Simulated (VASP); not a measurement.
# C (C2/m) in VASP: notebook

The runs below take C through single point, with PBE+D3(BJ).

All numbers are computed with VASP 6.6.1; they aren't measurements. Logs are shortened: lines on timing, memory, paths and dates and some standing lists are left out, and cuts for length are marked.

**1. The cell of the first run**

It takes space group C2/m (No. 12, monoclinic). Conventional cell: a = 4.269 Å, b = 2.465 Å, c = 3.650 Å, α = 90.00°, β = 112.95°, γ = 90.00°. Within 1.8 Å of C (site symmetry m) lie 3 C at 1.37 to 1.46 Å.

**2. Single point, PBE+D3(BJ) (atoms displaced along a vibrational mode)**

INCAR

```
SYSTEM = C
PREC = Accurate
ENCUT = 520
EDIFF = 1E-6
ISMEAR = 0
SIGMA = 0.05
LREAL = .False.
LASPH = .True.
NELM = 80
ALGO = Normal
ISIF = 2
LWAVE = .False.
LCHARG = .False.
GGA = PE
IVDW = 12
NBANDS = 11
```

KPOINTS

```
Automatic mesh
0
Gamma
  15 15 15
  0 0 0
```

POSCAR

```
C
1.0
    1.2324984681      0.7115833223      3.3613878357
   -1.2324984681      0.7115833223      3.3613878357
    0.0000000000     -1.4231666447      3.3613878357
C
2
Direct
    0.1548586451      0.1548586451      0.1759383971
    0.8451413549      0.8451413549      0.8240616029
```

Potentials or basis: VASP PAW PBE potentials, release 64 (C).

Run with:

```console
> cat potpaw_PBE.64/C/POTCAR > POTCAR
> mpirun -np 1 vasp_std > vasp.out
```

OUTCAR:

```text
SYSTEM = C
   PREC = Accurate
   ENCUT = 520
   EDIFF = 1E-6
   ISMEAR = 0
   LREAL = .False.
   LASPH = .True.
   NELM = 80
   ISIF = 2
   GGA = PE
   IVDW = 12
 IVDW          = 12

 ion  position               nearest neighbor table
   1  0.155  0.155  0.176-   2 1.37   2 1.46   2 1.46
   2  0.845  0.845  0.824-   1 1.37   1 1.46   1 1.46

  LATTYP: Found a trigonal (rhomboedric) cell.
 ALAT       =     3.6502508791
 COS(alpha) =     0.7719881893

  Lattice vectors:

 A1 = (   1.2324984681,   0.7115833223,   3.3613878357)
 A2 = (  -1.2324984681,   0.7115833223,   3.3613878357)
 A3 = (   0.0000000000,  -1.4231666447,   3.3613878357)

Analysis of symmetry for initial positions (statically):
=====================================================================
 Subroutine PRICEL returns:
 Original cell was already a primitive cell.

 Routine SETGRP: Setting up the symmetry group for a
 trigonal (rhombohedral) supercell.

 Subroutine GETGRP returns: Found  4 space group operations
 (whereof  4 operations were pure point group operations)
 out of a pool of 12 trial point group operations.

The static configuration has the point symmetry C_2h.

Analysis of symmetry for dynamics (positions and initial velocities):
=====================================================================
 Subroutine PRICEL returns:
 Original cell was already a primitive cell.

 Routine SETGRP: Setting up the symmetry group for a
 trigonal (rhombohedral) supercell.

 Subroutine GETGRP returns: Found  4 space group operations
 (whereof  4 operations were pure point group operations)
 out of a pool of 12 trial point group operations.

The dynamic configuration has the point symmetry C_2h.

 Subroutine INISYM returns: Found  4 space group operations
 (whereof  4 operations are pure point group operations),
 and found     1 'primitive' translations

----------------------------------------------------------------------------------------

                                     Primitive cell

  volume of cell :      17.6881

  direct lattice vectors                    reciprocal lattice vectors
     1.232498468  0.711583322  3.361387836     0.405680017  0.234219467  0.099165389
    -1.232498468  0.711583322  3.361387836    -0.405680017  0.234219467  0.099165389
     0.000000000 -1.423166645  3.361387836     0.000000000 -0.468438935  0.099165389

  length of vectors
     3.650250879  3.650250879  3.650250879     0.478820227  0.478820227  0.478820227
[... 88 lines left out ...]
   ISYM   =      2    0-nonsym 1-usesym 2-fastsym
   POTIM  = 0.5000    time-step for ionic-motion
   TEBEG  =    0.0;   TEEND  =   0.0 temperature during run
   PSTRESS=    0.0 pullay stress
   NELECT =       8.0000    total number of electrons
   NUPDOWN=      -1.0000    fix difference up-down
   EMIN   =  10.00;   EMAX   =-10.00  energy-range for DOS
   EFERMI =   0.00;   METHOD = LEGACY
   ISMEAR =     0;   SIGMA  =   0.05  broadening in eV -4-tet -1-fermi 0-gaus
   EFERMI_NEDOS =   21; number of points for ismear=-14 and -15
   IALGO  =     38    algorithm
   IMIX   =      4    mixing-type and parameters
     AMIX     =   0.40;   BMIX     =  1.00
     AMIX_MAG =   1.60;   BMIX_MAG =  1.00
  volume/ion in A,a.u.               =       8.84        59.68
  Fermi-wavevector in a.u.,A,eV,Ry     =   1.256640  2.374705 21.485554  1.579144
  Thomas-Fermi vector in A             =   2.390338
   LORBIT       =      0    0 simple, 1 ext, 2 COOP (PROOUT), +10 PAW based schemes
   GGA     = PE    functional components
   LHFCALC =     F    Hartree Fock is set to
   AEXX    =    0.0000 exact exchange contribution
   IVDW    =    12    specifies the selected vdW correction
   LEPSILON=     F    determine dielectric tensor
   LRPA    =     F    only Hartree local field effects (RPA)
 non-spin polarized calculation
 Gauss-broadening in eV      SIGMA  =   0.05
  energy-cutoff  :      520.00
  volume of cell :       17.69
 maximum number of plane-waves:       490
   NGX = 13   NGY = 13   NGZ = 13

 number of electron       8.0000000 magnetization

 Free energy of the ion-electron system (eV)
  ---------------------------------------------------
  ext. energy  EPLUGINS =         0.00000000
  ---------------------------------------------------
  free energy    TOTEN  =       -18.24822855 eV

  energy without entropy =      -18.24819755  energy(sigma->0) =      -18.24821305

 E-fermi :   4.6060     XC(G=0): -10.3178

 val. band max:        4.5922278583   @ k =  -0.3333   0.3333   0.0000
 cond. band min:       4.6197579472   @ k =  -0.3333   0.3333   0.0000
 fundamental gap:      0.0275300890
 Fermi energy:         4.6059929271

 k-point     1 :       0.0000    0.0000    0.0000
  band No.  band energies     occupation
      1     -14.9750      2.00000
      2      -1.8718      2.00000
      3       0.8773      2.00000
      4       2.6506      2.00000
      5       8.7113      0.00000
      6      11.8572      0.00000
      7      14.1288      0.00000
      8      16.1926      0.00000
      9      17.3409      0.00000
     10      27.3482      0.00000
     11      30.2800      0.00000
[... 309 lines left out ...]
 k-point    24 :       0.2667    0.0667    0.0000
  band No.  band energies     occupation
      1     -13.5768      2.00000
      2      -2.3547      2.00000
      3      -0.5925      2.00000
      4      -0.3486      2.00000
      5      10.3747      0.00000
      6      12.8454      0.00000
      7      13.1837      0.00000
      8      17.2578      0.00000
      9      20.0586      0.00000
     10      24.1004      0.00000
     11      28.0316      0.00000

 [... further k-points ...]

------------------------ aborting loop because EDIFF is reached ----------------------------------------

 Edisp (eV)   -0.31212

 E8    (eV) :    -0.0884

  FORCE on cell =-STRESS in cart. coord.  units (eV):
  Direction    XX          YY          ZZ          XY          YZ          ZX
  --------------------------------------------------------------------------------------
  -------------------------------------------------------------------------------------
  Total      -0.36464     1.06378    -0.17308     0.00000    -0.32544     0.00000
  in kB     -33.02870    96.35592   -15.67730     0.00000   -29.47784     0.00000
  external pressure =       15.88 kB  Pullay stress =        0.00 kB

 VOLUME and BASIS-vectors are now :
 -----------------------------------------------------------------------------
  energy-cutoff  :      520.00
  volume of cell :       17.69
      direct lattice vectors                 reciprocal lattice vectors
     1.232498468  0.711583322  3.361387836     0.405680017  0.234219467  0.099165389
    -1.232498468  0.711583322  3.361387836    -0.405680017  0.234219467  0.099165389
     0.000000000 -1.423166645  3.361387836     0.000000000 -0.468438935  0.099165389

 POSITION                                       TOTAL-FORCE (eV/Angst)
 -----------------------------------------------------------------------------------
      0.00000     -0.03000      1.63248         0.000000      3.400356      1.536268
      0.00000      0.03000      8.45169         0.000000     -3.400356     -1.536268
 -----------------------------------------------------------------------------------
    total drift:                                0.000000     -0.000000      0.000000

  FREE ENERGIE OF THE ION-ELECTRON SYSTEM (eV)
  ---------------------------------------------------
  free  energy   TOTEN  =       -18.5603510330 eV

  energy  without entropy=      -18.5603200397  energy(sigma->0) =      -18.56033554
```

OSZICAR:

```text
N       E                     dE             d eps       ncg     rms          rms(c)
DAV:   1     0.612432596942E+01    0.61243E+01   -0.45384E+03 20406   0.663E+02
DAV:   2    -0.188335485936E+02   -0.24958E+02   -0.23645E+02 26207   0.130E+02
DAV:   3    -0.194320308089E+02   -0.59848E+00   -0.59736E+00 25108   0.170E+01
DAV:   4    -0.194341977030E+02   -0.21669E-02   -0.21668E-02 23201   0.125E+00
DAV:   5    -0.194342057952E+02   -0.80922E-05   -0.80923E-05 25451   0.702E-02    0.633E+00
DAV:   6    -0.185294789866E+02    0.90473E+00   -0.76705E-01 23409   0.515E+00    0.368E+00
DAV:   7    -0.182446915535E+02    0.28479E+00   -0.86315E-01 24070   0.549E+00    0.104E+00
DAV:   8    -0.182483279811E+02   -0.36364E-02   -0.21002E-02 22472   0.933E-01    0.114E-01
DAV:   9    -0.182481512917E+02    0.17669E-03   -0.60816E-04 24352   0.163E-01    0.528E-02
DAV:  10    -0.182482242013E+02   -0.72910E-04   -0.10956E-04 22623   0.746E-02    0.212E-02
DAV:  11    -0.182482282498E+02   -0.40485E-05   -0.80179E-06 24345   0.183E-02    0.224E-03
DAV:  12    -0.182482285473E+02   -0.29747E-06   -0.70478E-07 22642   0.640E-03
   1 F= -.18560351E+02 E0= -.18560336E+02  d E =-.309933E-04
```

stdout:

```text
POSCAR found type information on POSCAR C
 POSCAR found :  1 types and       2 ions
 scaLAPACK will be used
 LDA part: xc-table for (Slater+PW92), standard interpolation
 POSCAR, INCAR and KPOINTS ok, starting setup
 FFT: planning ... GRIDC
 FFT: planning ... GRID_SOFT
 FFT: planning ... GRID
 WAVECAR not read
 entering main loop
```

It took 5.7 min on 1 thread of AMD EPYC 7R43 (Zen 3), shared host; peak memory 0.23 GiB.

Results:

* Free energy: -18.5604 eV
* Pressure: 1.6 GPa
* Largest force: 3.731 eV/Å
* Dispersion energy per atom: -0.156 eV

Forces on the atoms (eV/Å):
```
C    0.000  3.400  1.536
C    0.000 -3.400 -1.536
```

Stress tensor (GPa, compression positive):
```
-3.30  0.00  0.00
 0.00  9.64 -2.95
 0.00 -2.95 -1.57
```

Caveat: the cell differs from its parent crystal (atoms displaced along a vibrational mode); forces of over 1 eV/Å act on the atoms, so gaps and moduli don't describe the material at rest.

**3. Single point, PBE+D3(BJ) (atoms displaced along a vibrational mode)**

INCAR

```
  ALGO = Normal
  EDIFF = 1E-6
  ENCUT = 520
  GGA = PE
  ISIF = 2
  ISMEAR = 0
  IVDW = 12
  LASPH = True
  LCHARG = False
  LREAL = False
  LWAVE = False
  NBANDS = 11
  NELM = 60
  PREC = Accurate
  SIGMA = 0.05
```

KPOINTS

```
k-points
0
Gamma
  15 15 15
```

POSCAR

```
C
1.0
    1.2324984681      0.7115833223      3.3613878357
   -1.2324984681      0.7115833223      3.3613878357
    0.0000000000     -1.4231666447      3.3613878357
C
2
Direct
    0.1536615811      0.1536615811      0.1642014571
    0.8463384189      0.8463384189      0.8357985429
```

Potentials or basis: VASP PAW PBE potentials, release 64 (C).

Run with:

```console
> cat potpaw_PBE.64/C/POTCAR > POTCAR
> mpirun -np 1 vasp_std > vasp.out
```

OUTCAR:

```text
EDIFF = 1E-6
   ENCUT = 520
   GGA = PE
   ISIF = 2
   ISMEAR = 0
   IVDW = 12
   LASPH = True
   LREAL = False
   NELM = 60
   PREC = Accurate
 IVDW          = 12

 ion  position               nearest neighbor table
   1  0.154  0.154  0.164-   2 1.41   2 1.45   2 1.45
   2  0.846  0.846  0.836-   1 1.41   1 1.45   1 1.45

  LATTYP: Found a trigonal (rhomboedric) cell.
 ALAT       =     3.6502508791
 COS(alpha) =     0.7719881893

  Lattice vectors:

 A1 = (   1.2324984681,   0.7115833223,   3.3613878357)
 A2 = (  -1.2324984681,   0.7115833223,   3.3613878357)
 A3 = (   0.0000000000,  -1.4231666447,   3.3613878357)

Analysis of symmetry for initial positions (statically):
=====================================================================
 Subroutine PRICEL returns:
 Original cell was already a primitive cell.

 Routine SETGRP: Setting up the symmetry group for a
 trigonal (rhombohedral) supercell.

 Subroutine GETGRP returns: Found  4 space group operations
 (whereof  4 operations were pure point group operations)
 out of a pool of 12 trial point group operations.

The static configuration has the point symmetry C_2h.

Analysis of symmetry for dynamics (positions and initial velocities):
=====================================================================
 Subroutine PRICEL returns:
 Original cell was already a primitive cell.

 Routine SETGRP: Setting up the symmetry group for a
 trigonal (rhombohedral) supercell.

 Subroutine GETGRP returns: Found  4 space group operations
 (whereof  4 operations were pure point group operations)
 out of a pool of 12 trial point group operations.

The dynamic configuration has the point symmetry C_2h.

 Subroutine INISYM returns: Found  4 space group operations
 (whereof  4 operations are pure point group operations),
 and found     1 'primitive' translations

[... 120 lines left out ...]
   LHFCALC =     F    Hartree Fock is set to
   AEXX    =    0.0000 exact exchange contribution
   IVDW    =    12    specifies the selected vdW correction
   LEPSILON=     F    determine dielectric tensor
   LRPA    =     F    only Hartree local field effects (RPA)
 non-spin polarized calculation
 Gauss-broadening in eV      SIGMA  =   0.05
  energy-cutoff  :      520.00
  volume of cell :       17.69
 maximum number of plane-waves:       490
   NGX = 13   NGY = 13   NGZ = 13

 number of electron       8.0000000 magnetization

 Free energy of the ion-electron system (eV)
  ---------------------------------------------------
  ext. energy  EPLUGINS =         0.00000000
  ---------------------------------------------------
  free energy    TOTEN  =       -18.10146063 eV

  energy without entropy =      -18.10146063  energy(sigma->0) =      -18.10146063

 E-fermi :   4.5468     XC(G=0): -10.3559

 val. band max:        4.3166043808   @ k =   0.2667   0.0000  -0.3333
 cond. band min:       4.8735223027   @ k =  -0.3333   0.3333   0.0000
 fundamental gap:      0.5569179219
 Fermi energy:         4.5468018314

 k-point     1 :       0.0000    0.0000    0.0000
  band No.  band energies     occupation
      1     -14.9061      2.00000
      2      -1.7562      2.00000
      3       1.5409      2.00000
      4       2.4124      2.00000
      5       8.1184      0.00000
      6      12.4193      0.00000
      7      13.5476      0.00000
      8      16.5729      0.00000
      9      17.2010      0.00000
     10      27.3745      0.00000
     11      30.6622      0.00000
[... 309 lines left out ...]
 k-point    24 :       0.2667    0.0667    0.0000
  band No.  band energies     occupation
      1     -13.4981      2.00000
      2      -2.1401      2.00000
      3      -0.4754      2.00000
      4      -0.1918      2.00000
      5       9.4131      0.00000
      6      13.0802      0.00000
      7      13.9263      0.00000
      8      16.9403      0.00000
      9      19.7369      0.00000
     10      24.5097      0.00000
     11      28.0727      0.00000

 [... further k-points ...]

------------------------ aborting loop because EDIFF is reached ----------------------------------------

 Edisp (eV)   -0.31234

 E8    (eV) :    -0.0885

  FORCE on cell =-STRESS in cart. coord.  units (eV):
  Direction    XX          YY          ZZ          XY          YZ          ZX
  --------------------------------------------------------------------------------------
  -------------------------------------------------------------------------------------
  Total      -0.17137     0.43338    -0.69254     0.00000    -0.29708     0.00000
  in kB     -15.52290    39.25508   -62.72996     0.00000   -26.90898     0.00000
  external pressure =      -13.00 kB  Pullay stress =        0.00 kB

 VOLUME and BASIS-vectors are now :
 -----------------------------------------------------------------------------
  energy-cutoff  :      520.00
  volume of cell :       17.69
      direct lattice vectors                 reciprocal lattice vectors
     1.232498468  0.711583322  3.361387836     0.405680017  0.234219467  0.099165389
    -1.232498468  0.711583322  3.361387836    -0.405680017  0.234219467  0.099165389
     0.000000000 -1.423166645  3.361387836     0.000000000 -0.468438935  0.099165389

 POSITION                                       TOTAL-FORCE (eV/Angst)
 -----------------------------------------------------------------------------------
      0.00000     -0.01500      1.58498         0.000000      1.567117      3.117157
      0.00000      0.01500      8.49919         0.000000     -1.567117     -3.117157
 -----------------------------------------------------------------------------------
    total drift:                               -0.000000      0.000000     -0.000000

  FREE ENERGIE OF THE ION-ELECTRON SYSTEM (eV)
  ---------------------------------------------------
  free  energy   TOTEN  =       -18.4137990733 eV

  energy  without entropy=      -18.4137990733  energy(sigma->0) =      -18.41379907
```

Wall time 6.4 min (1 thread of AMD EPYC 7R43 (Zen 3), shared host); peak memory 0.23 GiB.

Results:

```yaml
Free_energy: -18.4138 eV
Pressure: -1.3 GPa
Largest_force: 3.489 eV/Å
Dispersion_energy_per_atom: -0.156 eV
```

Forces on the atoms (eV/Å):
```
C    0.000  1.567  3.117
C    0.000 -1.567 -3.117
```

Caveat: the cell differs from its parent crystal (atoms displaced along a vibrational mode); forces of over 1 eV/Å act on the atoms, so gaps and moduli don't describe the material at rest.

(Part 1 of 2 ends here.)
